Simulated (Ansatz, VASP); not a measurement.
# Rh in VASP and in Ansatz

```
Rh
1.0
     2.73098    0.00000    0.00000
    -1.36549    2.36510    0.00000
     0.00000    0.00000    4.42849
Rh
2
Direct
  0.80398 0.33333 0.75000
  0.33333 0.66667 0.25000
```

Change from the starting cell: one atom moved.

Alike in both runs: task single point; functional PBE; k mesh 15 × 15 × 8; occupations gaussian, width 0.1 eV; no spin polarisation.

|  | VASP | Ansatz |
| --- | --- | --- |
| version | VASP 6.6.1 | Ansatz 0.2.0 |
| potentials or method | VASP PAW PBE potentials, release 64 (Rh_pv), cutoff 520 eV | scalar-relativistic, plane waves, PAW |
| valence electrons in the cell | 30 | 34 |

Ansatz gave:

* gap on the k mesh at the Fermi level (eV): none
* pressure (GPa): 0.3
* traceless stress, the component that is largest in VASP (GPa): 5.32
* rms of the force components (eV/Å): 0.628

Q: What did VASP give for the same quantities?

A: gap on the k mesh at the Fermi level (eV): none; pressure (GPa): 0.3; traceless stress, the component that is largest in VASP (GPa): 5.32; rms of the force components (eV/Å): 0.629.

Atom by atom the forces differ by 0.002 eV/Å (rms over components). A gap of «none» marks a metal or a gap that the smearing closes. VASP's potentials hold 30 valence electrons a cell and Ansatz's 34, so a difference there can come from the potentials and not from the codes.
